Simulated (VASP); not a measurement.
# Sb (R-3m) in VASP: a series of runs, part 2 of 2

VASP 6.6.1.

**4. Single point, PBE (strained)**

The input, INCAR:

```
PREC = Accurate
ENCUT = 500
EDIFF = 1E-6
ISMEAR = 0
SIGMA = 0.1
LREAL = F
LASPH = T
NELM = 120
ALGO = Normal
ISIF = 2
LWAVE = F
LCHARG = F
GGA = PE
NBANDS = 12
GGA_COMPAT = F
```

The input, KPOINTS:

```
regular mesh
0
Gamma
  12 12 12
```

The input, POSCAR:

```
Sb
1.0
    2.2351834431      1.2904837625      3.6666115200
   -2.2351834431      1.2904837625      3.6666115200
    0.0000000000     -2.5809675250      3.6666115200
Sb
2
Direct
    0.2389818803      0.2389818803      0.2389818803
    0.7610181197      0.7610181197      0.7610181197
```

Potentials or basis: VASP PAW PBE potentials, release 64 (Sb).

Command:

```sh
> cat potpaw_PBE.64/Sb/POTCAR > POTCAR
> mpirun -np 1 vasp_std > vasp.out
```

OUTCAR:

```text
PREC = Accurate
   ENCUT = 500
   EDIFF = 1E-6
   ISMEAR = 0
   LREAL = F
   LASPH = T
   NELM = 120
   ISIF = 2
   GGA = PE

 ion  position               nearest neighbor table
   1  0.239  0.239  0.239-   2 3.03   2 3.03   2 3.03   2 3.31   2 3.31   2 3.31
   2  0.761  0.761  0.761-   1 3.03   1 3.03   1 3.03   1 3.31   1 3.31   1 3.31

  LATTYP: Found a trigonal (rhomboedric) cell.
 ALAT       =     4.4839082734
 COS(alpha) =     0.5030154363

  Lattice vectors:

 A1 = (   2.2351834431,   1.2904837625,   3.6666115200)
 A2 = (  -2.2351834431,   1.2904837625,   3.6666115200)
 A3 = (   0.0000000000,  -2.5809675250,   3.6666115200)

Analysis of symmetry for initial positions (statically):
=====================================================================
 Subroutine PRICEL returns:
 Original cell was already a primitive cell.

 Routine SETGRP: Setting up the symmetry group for a
 trigonal (rhombohedral) supercell.

 Subroutine GETGRP returns: Found 12 space group operations
 (whereof 12 operations were pure point group operations)
 out of a pool of 12 trial point group operations.

The static configuration has the point symmetry D_3d.

Analysis of symmetry for dynamics (positions and initial velocities):
=====================================================================
 Subroutine PRICEL returns:
 Original cell was already a primitive cell.

 Routine SETGRP: Setting up the symmetry group for a
 trigonal (rhombohedral) supercell.

 Subroutine GETGRP returns: Found 12 space group operations
 (whereof 12 operations were pure point group operations)
 out of a pool of 12 trial point group operations.

The dynamic configuration has the point symmetry D_3d.

 Subroutine INISYM returns: Found 12 space group operations
 (whereof 12 operations are pure point group operations),
 and found     1 'primitive' translations

----------------------------------------------------------------------------------------

                                     Primitive cell

  volume of cell :      63.4573

  direct lattice vectors                    reciprocal lattice vectors
     2.235183443  1.290483763  3.666611520     0.223695286  0.129150534  0.090910458
    -2.235183443  1.290483763  3.666611520    -0.223695286  0.129150534  0.090910458
     0.000000000 -2.580967525  3.666611520     0.000000000 -0.258301067  0.090910458

  length of vectors
     4.483908273  4.483908273  4.483908273     0.273832344  0.273832344  0.273832344

  position of ions in fractional coordinates (direct lattice)
     0.238981880  0.238981880  0.238981880
     0.761018120  0.761018120  0.761018120

  ion indices of the primitive-cell ions
   primitive index   ion index
                 1           1
                 2           2

----------------------------------------------------------------------------------------

 KPOINTS: regular mesh

Automatic generation of k-mesh.
 Grid dimensions read from file:
 generate k-points for:   12   12   12

 Generating k-lattice:

  Cartesian coordinates                     Fractional coordinates (reciprocal lattice)
     0.018641274  0.010762544  0.007575872     0.083333333  0.000000000  0.000000000
[... 40 lines left out ...]
 [... further k-points ...]
   k-points           NKPTS =    189   k-points in BZ     NKDIM =    189   number of bands    NBANDS=     12
   number of dos      NEDOS =    301   number of ions     NIONS =      2
   total plane-waves  NPLWV =  46656
   dimension x,y,z NGX =    36 NGY =   36 NGZ =   36
   dimension x,y,z NGXF=    72 NGYF=   72 NGZF=   72
   ions per type =               2
   NGX,Y,Z   is equivalent  to a cutoff of  13.35, 13.35, 13.35 a.u.
   NGXF,Y,Z  is equivalent  to a cutoff of  26.69, 26.69, 26.69 a.u.
 SYSTEM =  unknown system
   PREC   = accura    normal or accurate (medium, high low for compatibility)
   ISTART =      0    job   : 0-new  1-cont  2-samecut
   ICHARG =      2    charge: 1-file 2-atom 10-const
   ISPIN  =      1    spin polarized calculation?
   LNONCOLLINEAR =      F non collinear calculations
   LSORBIT =      F    spin-orbit coupling
   LASPH  =      T    aspherical Exc in radial PAW
   ENCUT  =  500.0 eV  36.75 Ry    6.06 a.u.   8.18  8.18  8.18*2*pi/ulx,y,z
   NELM   =    120;   NELMIN=  2; NELMDL= -5     # of ELM steps
   EDIFF  = 0.1E-05   stopping-criterion for ELM
   LREAL  =      F    real-space projection
   EDIFFG = 0.1E-04   stopping-criterion for IOM
   NSW    =      0    number of steps for IOM
   IBRION =     -1    ionic relax: 0-MD 1-quasi-New 2-CG
   NFREE  =      0    steps in history (QN), initial steepest desc. (CG)
   ISIF   =      2    stress and relaxation
   ISYM   =      2    0-nonsym 1-usesym 2-fastsym
   POTIM  = 0.5000    time-step for ionic-motion
   TEBEG  =    0.0;   TEEND  =   0.0 temperature during run
   PSTRESS=    0.0 pullay stress
   NELECT =      10.0000    total number of electrons
   NUPDOWN=      -1.0000    fix difference up-down
   EMIN   =  10.00;   EMAX   =-10.00  energy-range for DOS
   EFERMI =   0.00;   METHOD = LEGACY
   ISMEAR =     0;   SIGMA  =   0.10  broadening in eV -4-tet -1-fermi 0-gaus
   EFERMI_NEDOS =   21; number of points for ismear=-14 and -15
   IALGO  =     38    algorithm
   IMIX   =      4    mixing-type and parameters
     AMIX     =   0.40;   BMIX     =  1.00
     AMIX_MAG =   1.60;   BMIX_MAG =  1.00
  volume/ion in A,a.u.               =      31.73       214.12
  Fermi-wavevector in a.u.,A,eV,Ry     =   0.884262  1.671013 10.638654  0.781919
  Thomas-Fermi vector in A             =   2.005138
   LORBIT       =      0    0 simple, 1 ext, 2 COOP (PROOUT), +10 PAW based schemes
   GGA     = PE    functional components
   LHFCALC =     F    Hartree Fock is set to
   AEXX    =    0.0000 exact exchange contribution
   IVDW    =     0    specifies the selected vdW correction
   LEPSILON=     F    determine dielectric tensor
   LRPA    =     F    only Hartree local field effects (RPA)
 non-spin polarized calculation
 Gauss-broadening in eV      SIGMA  =   0.10
  energy-cutoff  :      500.00
  volume of cell :       63.46
 maximum number of plane-waves:      1639
 NGX is ok and might be reduce to    36
   NGX = 17   NGY = 17   NGZ = 17

 number of electron      10.0000000 magnetization

 Free energy of the ion-electron system (eV)
  ---------------------------------------------------
  ext. energy  EPLUGINS =         0.00000000
  ---------------------------------------------------
  free energy    TOTEN  =        -8.23753203 eV

  energy without entropy =       -8.23634265  energy(sigma->0) =       -8.23693734

 E-fermi :   6.4640     XC(G=0):  -9.3437

 val. band max:        6.4417174672   @ k =   0.5000   0.0000   0.0000
 cond. band min:       6.5127762411   @ k =   0.3333   0.1667   0.1667
 fundamental gap:      0.0710587739
 Fermi energy:         6.4639786077

 k-point     1 :       0.0000    0.0000    0.0000
  band No.  band energies     occupation
      1      -5.5874      2.00000
      2       1.5754      2.00000
      3       4.8418      2.00000
      4       4.8418      2.00000
      5       4.9871      2.00000
      6       9.1028      0.00000
      7       9.4197      0.00000
      8       9.4197      0.00000
      9      11.4341      0.00000
     10      11.4341      0.00000
     11      11.7009      0.00000
     12      13.3344      0.00000
[... 331 lines left out ...]
 k-point    24 :      -0.4167    0.1667    0.0000
  band No.  band energies     occupation
      1      -3.2282      2.00000
      2      -2.6666      2.00000
      3       3.2462      2.00000
      4       4.7914      2.00000
      5       5.0745      2.00000
      6       7.5093      0.00000
      7       7.9537      0.00000
      8       9.5523      0.00000
      9      13.1109      0.00000
     10      13.5769      0.00000
     11      14.2738      0.00000
     12      16.8840      0.00000

 [... further k-points ...]

------------------------ aborting loop because EDIFF is reached ----------------------------------------

  FORCE on cell =-STRESS in cart. coord.  units (eV):
  Direction    XX          YY          ZZ          XY          YZ          ZX
  --------------------------------------------------------------------------------------
  -------------------------------------------------------------------------------------
  Total       -0.8186428     -0.8186428     -0.2180818     -0.0000000      0.0000000      0.0000000
  in kB      -20.6691764    -20.6691764     -5.5061514     -0.0000000      0.0000000      0.0000000
  external PRESSURE =     -15.6148347 kB  Pullay stress =       0.0000000 kB

 VOLUME and BASIS-vectors are now :
 -----------------------------------------------------------------------------
  energy-cutoff  :      500.00
  volume of cell :       63.46
      direct lattice vectors                 reciprocal lattice vectors
     2.235183443  1.290483763  3.666611520     0.223695286  0.129150534  0.090910458
    -2.235183443  1.290483763  3.666611520    -0.223695286  0.129150534  0.090910458
     0.000000000 -2.580967525  3.666611520     0.000000000 -0.258301067  0.090910458

 POSITION                                       TOTAL-FORCE (eV/Angst)
 -----------------------------------------------------------------------------------
      0.00000      0.00000      2.62876         0.000000      0.000000     -0.345100
      0.00000      0.00000      8.37107         0.000000     -0.000000      0.345100
 -----------------------------------------------------------------------------------
    total drift:                               -0.000000     -0.000000      0.000000

  FREE ENERGIE OF THE ION-ELECTRON SYSTEM (eV)
  ---------------------------------------------------
  free  energy   TOTEN  =        -8.2375320348 eV

  energy  without entropy=       -8.2363426517  energy(sigma->0) =       -8.23693734
```

OSZICAR:

```text
N       E                     dE             d eps       ncg     rms          rms(c)
DAV:   1     0.341569832811E+02    0.34157E+02   -0.34605E+03  4536   0.634E+02
DAV:   2    -0.629156720986E+01   -0.40449E+02   -0.38990E+02  6004   0.104E+02
DAV:   3    -0.821512428108E+01   -0.19236E+01   -0.19005E+01  5556   0.253E+01
DAV:   4    -0.823189723350E+01   -0.16773E-01   -0.16769E-01  5292   0.286E+00
DAV:   5    -0.823211543406E+01   -0.21820E-03   -0.21820E-03  5508   0.356E-01    0.261E+00
DAV:   6    -0.823538813568E+01   -0.32727E-02   -0.18274E-03  5412   0.297E-01    0.155E+00
DAV:   7    -0.823739061989E+01   -0.20025E-02   -0.44239E-03  5220   0.448E-01    0.989E-02
DAV:   8    -0.823751310802E+01   -0.12249E-03   -0.13264E-04  5664   0.741E-02    0.202E-02
DAV:   9    -0.823753111273E+01   -0.18005E-04   -0.22592E-05  5192   0.278E-02    0.486E-03
DAV:  10    -0.823753223341E+01   -0.11207E-05   -0.18211E-06  5324   0.742E-03    0.219E-03
DAV:  11    -0.823753203480E+01    0.19861E-06   -0.35875E-07  3344   0.372E-03
   1 F= -.82375320E+01 E0= -.82369373E+01  d E =-.118938E-02
```

Wall time 88 s (1 thread of Intel Xeon 8259CL, shared host); peak memory 0.28 GiB.

Results:

| Quantity | Value |
| --- | --- |
| Free energy | -8.2375 eV |
| Pressure | -1.6 GPa |
| Largest force | 0.345 eV/Å |
| Band gap on the k mesh | zero (bands 5 and 6 overlap by 0.13 eV) |

Forces in eV/Å, atoms in the order of the input:
```
Sb   0.000  0.000 -0.345
Sb   0.000  0.000  0.345
```

Stress tensor (GPa, compression positive):
```
-2.07  0.00  0.00
 0.00 -2.07  0.00
 0.00  0.00 -0.55
```

Levels at points of the mesh, in eV from the Fermi level:
```csv
k point,band 2,band 3,band 4,band 5,band 6,band 7,band 8,band 9
"(0.00, 0.00, 0.00)",-4.89,-1.62,-1.62,-1.48,2.64,2.96,2.96,4.97
"(0.50, 0.00, 0.00)",-9.34,-1.27,-1.00,-0.18,-0.02,0.25,0.43,8.08
"(0.50, 0.50, 0.00)",-7.59,-5.11,-3.38,-3.26,2.10,4.91,5.13,6.71
"(0.50, 0.50, 0.50)",-8.86,-0.99,-0.99,-0.43,-0.08,-0.08,0.66,7.66
```

Caveat: the cell differs from its parent crystal (strained); spin-orbit coupling is left out, which moves the levels of the heavy elements.

**5. Summary**

| cell | gap on the mesh (eV) | pressure (GPa) | largest force (eV/Å) |
| --- | --- | --- | --- |
| a = 4.566 Å, angles 61.0°, 2 atoms, atomic positions A | none | -3.0 | 0.24 |
| a = 4.500 Å, angles 56.5°, 2 atoms, atomic positions B | none | 3.2 | 0.01 |
| a = 4.484 Å, angles 59.8°, 2 atoms, atomic positions C | none | -1.6 | 0.35 |

Alike in all rows: task single point; level PBE; potentials or basis VASP PAW PBE potentials, release 64 (Sb); no spin polarisation; k mesh 12 × 12 × 12; cutoff (eV) 500; smearing gaussian 0.1 eV.

Caveats: spin-orbit coupling is left out, which moves the levels of the heavy elements; the cell stands under pressure (at least some runs).

Total energies depend on the potentials used, so only differences within one code and one set of settings carry meaning.

The gap in the log of VASP goes by the Fermi energy; the results here count the filled bands.